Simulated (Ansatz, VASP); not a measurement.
## Two plane-wave programs on TaN

INCAR

```
PREC     = Accurate       # precision mode
ENCUT    = 520            # plane-wave cutoff, eV
EDIFF    = 1E-7           # SCF threshold, eV
ISMEAR   = 0              # smearing method
SIGMA    = 0.15           # smearing width, eV
LREAL    = False          # projectors in reciprocal space
LASPH    = True           # aspherical terms in the spheres
NELM     = 80             # most SCF steps
ALGO     = Normal         # electronic algorithm
ISIF     = 2              # what is computed and relaxed
LWAVE    = False          # write WAVECAR
LCHARG   = False          # write CHGCAR
GGA      = PE             # functional
NBANDS   = 15             # bands
```

KPOINTS

```
regular mesh
0
Gamma
  18 18 16
```

Contents of POSCAR:

```
TaN
1.0
    2.9673788470      0.0000000000      0.0000000000
   -1.4836894235      2.5189378312      0.0000000000
    0.0000000000      0.0000000000      2.8830000000
Ta N
1 1
Direct
    0.3333333333      0.6666666667      0.5000000000
    0.0000000000      0.0000000000      0.0000000000
```

Input for Ansatz:

```yaml
crystal:
  lattice:
    - [2.967378847, 0.0, 0.0]
    - [-1.4836894235, 2.5189378312, 0.0]
    - [0.0, 0.0, 2.883]
  atoms:
    - { symbol: Ta, position: [0.3333333333, 0.6666666667, 0.5] }
    - { symbol: "N", position: [0.0, 0.0, 0.0] }
basis:
  ecutwfc: 420
kpoints:
  mp_grid: { grid: [18, 18, 16] }
hamiltonian:
  xc: pbe
scf:
  occupations: { method: gaussian, width: 0.15 }
output:
  forces: true
  stress: true
  eigenvalues: true
```

Change from the starting cell: strain +0.0100 x Voigt [1, -1, 0, 0, 0, 0], atoms carried along.

Alike in both runs: task single point; functional PBE; k mesh 18 × 18 × 16; occupations gaussian, width 0.15 eV; no spin polarisation.

```csv
,VASP,Ansatz
version,VASP 6.6.1,Ansatz 0.2.0
potentials or method,"VASP PAW PBE potentials, release 64 (Ta_pv, N), cutoff 520 eV","scalar-relativistic, plane waves, PAW"
valence electrons in the cell,16,18
```

```tsv
	VASP	Ansatz	Ansatz less VASP
gap on the k mesh at the Fermi level (eV)	none	none	-
pressure (GPa)	5.5	4.8	-0.71
traceless stress, the component that is largest in VASP (GPa)	-4.90	-4.84	+0.065
rms of the force components (eV/Å)	0.025	0.024	-0.0014
```

Atom by atom the forces differ by 0.001 eV/Å (rms over components). A gap of «none» marks a metal or a gap that the smearing closes. VASP's potentials hold 16 valence electrons a cell and Ansatz's 18, so a difference there can come from the potentials and not from the codes.

Neither program's run includes spin-orbit coupling.
